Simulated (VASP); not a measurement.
NaI, 4 atoms in the cell. The structure is hexagonal, space group P6_3/mmc (No. 194). The conventional cell has a = 4.505 Å, b = 4.505 Å, c = 7.676 Å, α = 90.00°, β = 90.00°, γ = 120.00°. Within 4.3 Å of Na (site symmetry -3m) lie 6 I at 3.23 Å and 2 Na at 3.84 Å. Within 4.3 Å of I (site symmetry -6m2) lie 6 Na at 3.23 Å. 

| Quantity | Value |
| --- | --- |
| Program | VASP 6.6.1 |
| Task | single point |
| Functional | PBE |
| Potentials or basis | VASP PAW PBE potentials, release 64 (Na_pv, I) |
| Cutoff | 520 eV |
| k mesh | 6 × 6 × 4 |
| Occupations | gaussian, width 0.01 eV |
| Spin | no spin polarisation |
| Dipole correction | no |
| Further INCAR settings | ALGO = Normal; EDIFF = 1e-07; NBANDS = 22 |

Potentials or basis: VASP PAW PBE potentials, release 64 (Na_pv, I).

The run is started by

```console
$ cat potpaw_PBE.64/Na_pv/POTCAR potpaw_PBE.64/I/POTCAR > POTCAR
$ mpirun -np 1 vasp_std > vasp.out
```

Hardware: 1 thread of Intel(R) Xeon(R) Platinum 8488C (Sapphire Rapids), with other jobs on the host.

Problem. Estimate the wall time of this run.

Solution. Run time: 44 s on 1 thread of Intel(R) Xeon(R) Platinum 8488C (Sapphire Rapids), on a shared host, peak memory 0.27 GiB. Counts: scf iterations 14, k points 21.
